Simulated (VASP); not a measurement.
Wanted: the native input for a VASP 6.6.1 run.

```yaml
Task: relaxation of cell and atoms
Functional: PBE
Potentials_or_basis: VASP PAW PBE potentials, release 64 (Li_sv, Si, N)
Cutoff: 600 eV
k_mesh: 6 × 6 × 4
Occupations: gaussian, width 0.1 eV
Spin: no spin polarisation
Dipole_correction: no
Further_INCAR_settings: ALGO = Normal; EDIFF = 1e-06; IBRION = 2; EDIFFG = -0.04; NSW = 90; ISIF = 3
```

The structure of Li3SiN2 lies in POSCAR:

```
Li3SiN2
1.0
    3.0649705069      0.0000000000      0.0000000000
    0.0000000000      3.0649705069      0.0000000000
    0.0000000000      0.0000000000      7.1215547020
Li Si N
3 1 2
Direct
    0.0000000000      0.0000000000      0.8021678316
    0.0000000000      0.0000000000      0.1978321684
    0.0000000000      0.0000000000      0.5000000000
    0.5000000000      0.5000000000      0.0000000000
    0.5000000000      0.5000000000      0.2362147772
    0.5000000000      0.5000000000      0.7637852228
```

One way to write it, as run:

INCAR

```
ALGO = Normal
EDIFF = 1E-6
EDIFFG = -0.04
ENCUT = 600
GGA = PE
IBRION = 2
ISIF = 3
ISMEAR = 0
LASPH = T
LCHARG = F
LREAL = F
LWAVE = F
NELM = 60
NSW = 90
PREC = Accurate
SIGMA = 0.1
```

KPOINTS

```
k-points
0
Gamma
  6 6 4
```

Potentials or basis: VASP PAW PBE potentials, release 64 (Li_sv, Si, N).

The run is started by

```sh
$ cat potpaw_PBE.64/Li_sv/POTCAR potpaw_PBE.64/Si/POTCAR potpaw_PBE.64/N/POTCAR > POTCAR
$ mpirun -np 1 vasp_std > vasp.out
```

It gave:

```
Pressure after relaxing      : -0.2 GPa
Largest force after relaxing : 0.022 eV/Å
```

Caveat: the cutoff is under 1.25 times the usual one of these potentials, so pressure, stress and relaxed cells hold a basis-set (Pulay) error; the relaxation stopped at its first step, so nothing moved.

It took 27 s on 1 thread of Intel Xeon 6975P-C, with other jobs on the host, peak memory 0.19 GiB.
